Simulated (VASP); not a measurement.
A run of VASP 6.6.1 is set up as follows.

INCAR

```
PREC     = Accurate       # precision mode
ENCUT    = 520            # plane-wave cutoff, eV
EDIFF    = 1E-7           # SCF threshold, eV
ISMEAR   = -1             # smearing method
SIGMA    = 0.05           # smearing width, eV
LREAL    = F              # projectors in reciprocal space
LASPH    = T              # aspherical terms in the spheres
NELM     = 100            # most SCF steps
ALGO     = Normal         # electronic algorithm
ISIF     = 2              # what is computed and relaxed
LWAVE    = F              # write WAVECAR
LCHARG   = F              # write CHGCAR
GGA      = PE             # functional
NBANDS   = 19             # bands
```

Contents of KPOINTS:

```
regular mesh
0
Gamma
  8 8 8
```

The input POSCAR:

```
HfGe
1.0
    3.5240229024      0.0000000000      0.0000000000
    0.0000000000      3.5240229024      0.0000000000
    0.0000000000      0.0000000000      3.5240229024
Hf Ge
1 1
Direct
    0.0000000000      0.0000000000      0.0000000000
    0.5000000000      0.5000000000      0.5000000000
```

Potentials or basis: VASP PAW PBE potentials, release 64 (Hf_pv, Ge_d).

Launch:

```sh
$ cat potpaw_PBE.64/Hf_pv/POTCAR potpaw_PBE.64/Ge_d/POTCAR > POTCAR
$ mpirun -np 1 vasp_std > vasp.out
```

**Question.** Predict the pressure.

**Answer.** -12.8 GPa.

**Question.** Predict the band gap on the k mesh.

**Answer.** Zero (band 12 reaches 6.84 eV, above the bottom of band 13 at 4.90 eV).

Caveat: spin-orbit coupling is left out, which moves the levels of the heavy elements.
